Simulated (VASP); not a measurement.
Crystal: TiB2.

```
Ti B
1.0
     3.02920    0.00000    0.00000
    -1.51460    2.62336    0.00000
     0.00000    0.00000    3.22840
Ti B
1 2
Direct
  0.00000 0.00000 0.00000
  0.33333 0.66667 0.50000
  0.66667 0.33333 0.50000
```

```yaml
Program: VASP 6.6.1
Task: relaxation of cell and atoms
Functional: PBE
Dispersion: D4
Potentials_or_basis: VASP PAW PBE potentials, release 64 (Ti_sv, B)
Cutoff: 500 eV
k_mesh: 11 × 11 × 9
Occupations: fermi-dirac, width 0.1 eV
Spin: no spin polarisation
```

At the start: pressure -7.1 GPa; volume 8.55 Å³/atom.

Q: Where does the relaxation end?

A: Over 4 steps the energy falls by 6.3 meV/atom and the volume is 8.30 Å³/atom (-2.9 %); space group P6/mmm (No. 191, to 0.1 Å) before and after.

The path:
```csv
step,energy change (eV),largest force (eV/Å),pressure (GPa),volume (Å³)
1,0.0000,0.0000,-7.10,25.66
2,-0.0044,0.0000,7.36,24.27
3,-0.0179,0.0000,0.29,24.90
4,-0.0190,0.0000,-0.01,24.90
```

Final structure:
```xyz
3
Lattice="3.0109 0.0000 0.0000 -1.5055 2.6075 0.0000 0.0000 0.0000 3.1718" Properties=species:S:1:pos:R:3 pbc="T T T"
Ti    3.0109    0.0000    3.1718
B     0.0000    1.7384    1.5859
B     1.5055    0.8692    1.5859
```
